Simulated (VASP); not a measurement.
# In (Fd-3m) in VASP: a series of runs

The runs below take In through single point, relaxation of cell and atoms, with LDA.

Everything below comes from runs of VASP 6.6.1. Logs are shortened: lines on timing, memory, paths and dates and some standing lists are left out, and cuts for length are marked.

### 1 The cell of the first run

Symmetry: Fd-3m, No. 227, cubic system. Conventional cell: a = 6.713 Å, b = 6.713 Å, c = 6.713 Å, α = 90.00°, β = 90.00°, γ = 90.00°. Within 3.8 Å of In (site symmetry -43m) lie 4 In at 2.91 Å.

### 2 Single point, LDA (volume scaled by 1.12)

INCAR reads:

```
ALGO = Normal
EDIFF = 1E-7
ENCUT = 520
GGA = CA
ISIF = 2
ISMEAR = -1
LASPH = T
LCHARG = F
LREAL = F
LWAVE = F
NBANDS = 20
NELM = 60
PREC = Accurate
SIGMA = 0.1
```

KPOINTS reads:

```
k-points
0
Gamma
  10 10 10
```

POSCAR reads:

```
In
1.0
    0.0000000000      3.3562580624      3.3562580624
    3.3562580624      0.0000000000      3.3562580624
    3.3562580624      3.3562580624      0.0000000000
In
2
Direct
    0.1250000000      0.1250000000      0.1250000000
    0.8750000000      0.8750000000      0.8750000000
```

Potentials or basis: VASP PAW LDA potentials, release 64 (In_d).

Run with:

```bash
$ cat potpaw_LDA.64/In_d/POTCAR > POTCAR
$ mpirun -np 1 vasp_std > vasp.out
```

OUTCAR:

```text
EDIFF = 1E-7
   ENCUT = 520
   GGA = CA
   ISIF = 2
   ISMEAR = -1
   LASPH = T
   LREAL = F
   NELM = 60
   PREC = Accurate

 ion  position               nearest neighbor table
   1  0.125  0.125  0.125-   2 2.91   2 2.91   2 2.91   2 2.91
   2  0.875  0.875  0.875-   1 2.91   1 2.91   1 2.91   1 2.91

  LATTYP: Found a face centered cubic cell.
 ALAT       =     6.7125161248

  Lattice vectors:

 A1 = (   0.0000000000,   3.3562580624,   3.3562580624)
 A2 = (   3.3562580624,   0.0000000000,   3.3562580624)
 A3 = (   3.3562580624,   3.3562580624,   0.0000000000)

Analysis of symmetry for initial positions (statically):
=====================================================================
 Subroutine PRICEL returns:
 Original cell was already a primitive cell.

 Routine SETGRP: Setting up the symmetry group for a
 face centered cubic supercell.

 Subroutine GETGRP returns: Found 48 space group operations
 (whereof 12 operations were pure point group operations)
 out of a pool of 48 trial point group operations.

The static configuration has the point symmetry D_3d.
 The point group associated with its full space group is O_h .

Analysis of symmetry for dynamics (positions and initial velocities):
=====================================================================
 Subroutine PRICEL returns:
 Original cell was already a primitive cell.

 Routine SETGRP: Setting up the symmetry group for a
 face centered cubic supercell.

 Subroutine GETGRP returns: Found 48 space group operations
 (whereof 12 operations were pure point group operations)
 out of a pool of 48 trial point group operations.

The dynamic configuration has the point symmetry D_3d.
 The point group associated with its full space group is O_h .

 Subroutine INISYM returns: Found 48 space group operations
 (whereof 12 operations are pure point group operations),
 and found     1 'primitive' translations

----------------------------------------------------------------------------------------

                                     Primitive cell

  volume of cell :      75.6129

  direct lattice vectors                    reciprocal lattice vectors
     0.000000000  3.356258062  3.356258062    -0.148975434  0.148975434  0.148975434
     3.356258062  0.000000000  3.356258062     0.148975434 -0.148975434  0.148975434
     3.356258062  3.356258062  0.000000000     0.148975434  0.148975434 -0.148975434

  length of vectors
     4.746465671  4.746465671  4.746465671     0.258033020  0.258033020  0.258033020

  position of ions in fractional coordinates (direct lattice)
     0.125000000  0.125000000  0.125000000
     0.875000000  0.875000000  0.875000000

  ion indices of the primitive-cell ions
   primitive index   ion index
                 1           1
                 2           2

----------------------------------------------------------------------------------------

 KPOINTS: k-points

Automatic generation of k-mesh.
 Grid dimensions read from file:
 generate k-points for:   10   10   10

 Generating k-lattice:

  Cartesian coordinates                     Fractional coordinates (reciprocal lattice)
    -0.014897543  0.014897543  0.014897543     0.100000000  0.000000000  0.000000000
     0.014897543 -0.014897543  0.014897543     0.000000000  0.100000000  0.000000000
     0.014897543  0.014897543 -0.014897543     0.000000000  0.000000000  0.100000000

  Length of vectors
     0.025803302  0.025803302  0.025803302

  Shift w.r.t. Gamma in fractional coordinates (k-lattice)
     0.000000000  0.000000000  0.000000000

 Subroutine IBZKPT returns following result:
 ===========================================

 Found     47 irreducible k-points:

 Following reciprocal coordinates:
            Coordinates               Weight
  0.000000  0.000000  0.000000      1.000000
  0.100000  0.000000  0.000000      8.000000
  0.200000  0.000000  0.000000      8.000000
  0.300000  0.000000  0.000000      8.000000
  0.400000  0.000000  0.000000      8.000000
  0.500000  0.000000  0.000000      4.000000
[... 16 lines left out ...]
  0.300000  0.300000  0.000000      6.000000
  0.400000  0.300000  0.000000     24.000000
 [... further k-points ...]
   k-points           NKPTS =     47   k-points in BZ     NKDIM =     47   number of bands    NBANDS=     20
   number of dos      NEDOS =    301   number of ions     NIONS =      2
   total plane-waves  NPLWV =  46656
   dimension x,y,z NGX =    36 NGY =   36 NGZ =   36
   dimension x,y,z NGXF=    72 NGYF=   72 NGZF=   72
   ions per type =               2
   NGX,Y,Z   is equivalent  to a cutoff of  12.61, 12.61, 12.61 a.u.
   NGXF,Y,Z  is equivalent  to a cutoff of  25.22, 25.22, 25.22 a.u.
 SYSTEM =  unknown system
   PREC   = accura    normal or accurate (medium, high low for compatibility)
   ISTART =      0    job   : 0-new  1-cont  2-samecut
   ICHARG =      2    charge: 1-file 2-atom 10-const
   ISPIN  =      1    spin polarized calculation?
   LNONCOLLINEAR =      F non collinear calculations
   LSORBIT =      F    spin-orbit coupling
   LASPH  =      T    aspherical Exc in radial PAW
   ENCUT  =  520.0 eV  38.22 Ry    6.18 a.u.   8.83  8.83  8.83*2*pi/ulx,y,z
   NELM   =     60;   NELMIN=  2; NELMDL= -5     # of ELM steps
   EDIFF  = 0.1E-06   stopping-criterion for ELM
   LREAL  =      F    real-space projection
   EDIFFG = 0.1E-05   stopping-criterion for IOM
   NSW    =      0    number of steps for IOM
   IBRION =     -1    ionic relax: 0-MD 1-quasi-New 2-CG
   NFREE  =      0    steps in history (QN), initial steepest desc. (CG)
   ISIF   =      2    stress and relaxation
   ISYM   =      2    0-nonsym 1-usesym 2-fastsym
   POTIM  = 0.5000    time-step for ionic-motion
   TEBEG  =    0.0;   TEEND  =   0.0 temperature during run
   PSTRESS=    0.0 pullay stress
   NELECT =      26.0000    total number of electrons
   NUPDOWN=      -1.0000    fix difference up-down
   EMIN   =  10.00;   EMAX   =-10.00  energy-range for DOS
   EFERMI =   0.00;   METHOD = LEGACY
   ISMEAR =    -1;   SIGMA  =   0.10  broadening in eV -4-tet -1-fermi 0-gaus
   EFERMI_NEDOS =   21; number of points for ismear=-14 and -15
   IALGO  =     38    algorithm
   IMIX   =      4    mixing-type and parameters
     AMIX     =   0.40;   BMIX     =  1.00
     AMIX_MAG =   1.60;   BMIX_MAG =  1.00
  volume/ion in A,a.u.               =      37.81       255.13
  Fermi-wavevector in a.u.,A,eV,Ry     =   1.146922  2.167369 17.897517  1.315430
  Thomas-Fermi vector in A             =   2.283604
   LORBIT       =      0    0 simple, 1 ext, 2 COOP (PROOUT), +10 PAW based schemes
   GGA     = CA    functional components
   LHFCALC =     F    Hartree Fock is set to
   AEXX    =    0.0000 exact exchange contribution
   IVDW    =     0    specifies the selected vdW correction
   LEPSILON=     F    determine dielectric tensor
   LRPA    =     F    only Hartree local field effects (RPA)
 non-spin polarized calculation
  energy-cutoff  :      520.00
  volume of cell :       75.61
 maximum number of plane-waves:      2085
   NGX = 17   NGY = 17   NGZ = 17

 number of electron      26.0000005 magnetization

 Free energy of the ion-electron system (eV)
  ---------------------------------------------------
  ext. energy  EPLUGINS =         0.00000000
  ---------------------------------------------------
  free energy    TOTEN  =        -5.63449651 eV

  energy without entropy =       -5.58289716  energy(sigma->0) =       -5.60869683

 E-fermi :   3.3523     XC(G=0):  -8.6124

 val. band max:        3.3348364984   @ k =  -0.4000   0.3000   0.1000
 cond. band min:       3.3809621648   @ k =   0.5000   0.3000   0.1000
 fundamental gap:      0.0461256664
 Fermi energy:         3.3522897137

 k-point     1 :       0.0000    0.0000    0.0000
  band No.  band energies     occupation
      1     -11.1763      2.00000
      2     -11.1763      2.00000
      3     -11.1763      2.00000
      4     -11.1115      2.00000
      5     -11.1115      2.00000
      6     -10.7142      2.00000
[... 12 lines left out ...]
     19       9.2938      0.00000
     20      12.4302      0.00000

 k-point     2 :       0.1000    0.0000    0.0000
  band No.  band energies     occupation
      1     -11.1874      2.00000
      2     -11.1874      2.00000
      3     -11.1737      2.00000
      4     -11.0959      2.00000
      5     -11.0959      2.00000
      6     -10.7267      2.00000
[... 12 lines left out ...]
     19       9.8803      0.00000
     20      11.7156      0.00000

 k-point     3 :       0.2000    0.0000    0.0000
  band No.  band energies     occupation
      1     -11.2039      2.00000
      2     -11.2039      2.00000
      3     -11.1671      2.00000
      4     -11.0687      2.00000
      5     -11.0687      2.00000
      6     -10.7467      2.00000
[... 12 lines left out ...]
     19      10.5742      0.00000
     20      11.3505      0.00000

 k-point     4 :       0.3000    0.0000    0.0000
  band No.  band energies     occupation
      1     -11.2147      2.00000
      2     -11.2147      2.00000
      3     -11.1588      2.00000
      4     -11.0471      2.00000
      5     -11.0471      2.00000
      6     -10.7608      2.00000
[... 12 lines left out ...]
     19      10.3948      0.00000
     20      11.6504      0.00000

 k-point     5 :       0.4000    0.0000    0.0000
  band No.  band energies     occupation
      1     -11.2193      2.00000
      2     -11.2193      2.00000
      3     -11.1519      2.00000
      4     -11.0361      2.00000
      5     -11.0361      2.00000
      6     -10.7663      2.00000
[... 12 lines left out ...]
     19      11.7369      0.00000
     20      12.5179      0.00000

 k-point     6 :       0.5000    0.0000    0.0000
  band No.  band energies     occupation
      1     -11.2203      2.00000
      2     -11.2203      2.00000
      3     -11.1492      2.00000
      4     -11.0333      2.00000
      5     -11.0333      2.00000
      6     -10.7671      2.00000
[... 12 lines left out ...]
     19      12.9729      0.00000
     20      13.2750      0.00000

 k-point     7 :       0.1000    0.1000    0.0000
  band No.  band energies     occupation
      1     -11.1894      2.00000
      2     -11.1829      2.00000
      3     -11.1829      2.00000
      4     -11.1004      2.00000
      5     -11.0797      2.00000
      6     -10.7601      2.00000
[... 12 lines left out ...]
     19      10.0210      0.00000
     20      10.8931      0.00000
[... 277 lines left out ...]
 k-point    20 :      -0.4000    0.2000    0.0000
  band No.  band energies     occupation
      1     -11.2587      2.00000
      2     -11.2347      2.00000
      3     -11.1000      2.00000
      4     -10.9980      2.00000
      5     -10.9794      2.00000
      6     -10.8443      2.00000
[... 12 lines left out ...]
     19      11.4924      0.00000
     20      12.2236      0.00000

 k-point    21 :      -0.3000    0.2000    0.0000
  band No.  band energies     occupation
      1     -11.2489      2.00000
      2     -11.2366      2.00000
      3     -11.1044      2.00000
      4     -11.0289      2.00000
      5     -10.9798      2.00000
      6     -10.8278      2.00000
[... 12 lines left out ...]
     19      11.1860      0.00000
     20      12.0288      0.00000

 k-point    22 :      -0.2000    0.2000    0.0000
  band No.  band energies     occupation
      1     -11.2319      2.00000
      2     -11.2294      2.00000
      3     -11.1301      2.00000
      4     -11.0503      2.00000
      5     -11.0035      2.00000
      6     -10.8117      2.00000
[... 12 lines left out ...]
     19      10.7243      0.00000
     20      12.1868      0.00000

 k-point    23 :       0.3000    0.3000    0.0000
  band No.  band energies     occupation
      1     -11.2176      2.00000
      2     -11.2176      2.00000
      3     -11.1855      2.00000
      4     -11.0185      2.00000
      5     -10.9404      2.00000
      6     -10.9277      2.00000
[... 12 lines left out ...]
     19      11.2188      0.00000
     20      13.1863      0.00000

 k-point    24 :       0.4000    0.3000    0.0000
  band No.  band energies     occupation
      1     -11.2377      2.00000
      2     -11.2259      2.00000
      3     -11.1547      2.00000
      4     -10.9892      2.00000
      5     -10.9616      2.00000
      6     -10.9078      2.00000
[... 12 lines left out ...]
     19      12.7655      0.00000
     20      13.6701      0.00000

 [... further k-points ...]

------------------------ aborting loop because EDIFF is reached ----------------------------------------

  FORCE on cell =-STRESS in cart. coord.  units (eV):
  Direction    XX          YY          ZZ          XY          YZ          ZX
  --------------------------------------------------------------------------------------
  -------------------------------------------------------------------------------------
  Total       -1.2527444     -1.2527444     -1.2527444      0.0000000     -0.0000000     -0.0000000
  in kB      -26.5446501    -26.5446501    -26.5446501      0.0000000     -0.0000000     -0.0000000
  external PRESSURE =     -26.5446501 kB  Pullay stress =       0.0000000 kB

 VOLUME and BASIS-vectors are now :
 -----------------------------------------------------------------------------
  energy-cutoff  :      520.00
  volume of cell :       75.61
      direct lattice vectors                 reciprocal lattice vectors
     0.000000000  3.356258062  3.356258062    -0.148975434  0.148975434  0.148975434
     3.356258062  0.000000000  3.356258062     0.148975434 -0.148975434  0.148975434
     3.356258062  3.356258062  0.000000000     0.148975434  0.148975434 -0.148975434

 POSITION                                       TOTAL-FORCE (eV/Angst)
 -----------------------------------------------------------------------------------
      0.83906      0.83906      0.83906         0.000000      0.000000      0.000000
      5.87345      5.87345      5.87345        -0.000000     -0.000000     -0.000000
 -----------------------------------------------------------------------------------
    total drift:                                0.000000      0.000000      0.000000

  FREE ENERGIE OF THE ION-ELECTRON SYSTEM (eV)
  ---------------------------------------------------
  free  energy   TOTEN  =        -5.6344965095 eV

  energy  without entropy=       -5.5828971599  energy(sigma->0) =       -5.60869683
```

Wall time 20 s (1 thread of Intel Xeon 6975P-C (Granite Rapids), shared host); peak memory 0.2 GiB.

Results:

```yaml
Free_energy: -5.6345 eV
Pressure: -2.7 GPa
Band_gap_on_the_k_mesh: zero (band 13 reaches 5.61 eV, above the bottom of band 14 at 2.34 eV)
```

Levels at points of the mesh, in eV from the Fermi level:
```csv
k point,band 10,band 11,band 12,band 13,band 14,band 15,band 16,band 17
"(0.00, 0.00, 0.00)",-14.02,-7.89,1.87,2.26,2.26,2.26,3.94,3.94
"(0.50, 0.00, 0.00)",-13.98,-6.24,-3.90,1.00,1.00,2.03,4.86,4.86
"(0.50, 0.50, 0.00)",-13.95,-4.85,-4.85,-0.40,-0.40,2.43,2.43,9.38
```

Caveat: the cell differs from its parent crystal (volume scaled by 1.12); spin-orbit coupling is left out, which moves the levels of the heavy elements.

### 3 Relaxation of cell and atoms, LDA

This run uses another cell than the first one, of 35.29 Å³/atom, 0.934 times its volume.

INCAR reads:

```
PREC     = Accurate       # precision mode
ENCUT    = 600            # plane-wave cutoff, eV
EDIFF    = 1E-7           # SCF threshold, eV
ISMEAR   = -1             # smearing method
SIGMA    = 0.1            # smearing width, eV
LREAL    = F              # projectors in reciprocal space
LASPH    = T              # aspherical terms in the spheres
NELM     = 80             # most SCF steps
ALGO     = Normal         # electronic algorithm
ISIF     = 3              # what is computed and relaxed
LWAVE    = F              # write WAVECAR
LCHARG   = F              # write CHGCAR
IBRION   = 2              # ionic algorithm
NSW      = 80             # ionic steps
EDIFFG   = -0.01          # ionic threshold
```

KPOINTS reads:

```
Automatic mesh
0
Gamma
  8 8 8
```

POSCAR reads:

```
In
1.0
    0.0000000000      3.2801942926      3.2801942926
    3.2801942926      0.0000000000      3.2801942926
    3.2801942926      3.2801942926      0.0000000000
In
2
Direct
    0.1250000000      0.1250000000      0.1250000000
    0.8750000000      0.8750000000      0.8750000000
```

Potentials or basis: VASP PAW LDA potentials, release 64 (In_d).

Run with:

```bash
$ cat potpaw_LDA.64/In_d/POTCAR > POTCAR
$ mpirun -np 1 vasp_std > vasp.out
```

It took 43 s on 1 thread of Intel Xeon 6975P-C (Granite Rapids), shared host; peak memory 0.22 GiB.

The run converged. Its results:

| Property | Result |
| --- | --- |
| Free energy | -5.7026 eV |
| Relaxed volume | 33.85 Å³/atom |
| Relaxed cell | a = 4.575 Å, b = 4.575 Å, c = 4.575 Å, α = 60.00°, β = 60.00°, γ = 60.00° |
| Space group after relaxing (to 0.05 Å) | Fd-3m (No. 227) |
| Energy gained by relaxing | 6.0 meV/atom |
| Ionic steps | 3 |
| Pressure after relaxing | 0.0 GPa |
| Band gap on the k mesh | zero (band 13 reaches 6.78 eV, above the bottom of band 14 at 2.96 eV) |

Step by step:
```csv
step,energy change (eV),largest force (eV/Å),pressure (GPa),volume (Å³)
1,0.0000,0.0000,-1.25,70.59
2,-0.0119,0.0000,-0.05,67.81
3,-0.0119,0.0000,0.00,67.70
```

Final structure:
```cif
data_structure
_symmetry_space_group_name_H-M 'P 1'
_symmetry_Int_Tables_number 1
_cell_length_a 4.5747
_cell_length_b 4.5747
_cell_length_c 4.5747
_cell_angle_alpha 60.000
_cell_angle_beta 60.000
_cell_angle_gamma 60.000
_cell_volume 67.70
loop_
_atom_site_label
_atom_site_type_symbol
_atom_site_fract_x
_atom_site_fract_y
_atom_site_fract_z
_atom_site_occupancy
In1 In 0.12500 0.12500 0.12500 1
In2 In 0.87500 0.87500 0.87500 1
```

Levels at points of the mesh, in eV from the Fermi level:
```csv
k point,band 10,band 11,band 12,band 13,band 14,band 15,band 16,band 17
"(0.00, 0.00, 0.00)",-13.97,-8.38,2.58,2.58,2.58,2.85,4.24,4.24
"(0.50, 0.00, 0.00)",-13.93,-6.47,-4.12,1.14,1.14,2.57,5.20,5.20
"(0.50, 0.50, 0.00)",-13.89,-4.97,-4.97,-0.48,-0.48,2.60,2.60,10.33
```

Caveat: spin-orbit coupling is left out, which moves the levels of the heavy elements.

(Continued in part 2 of 2.)
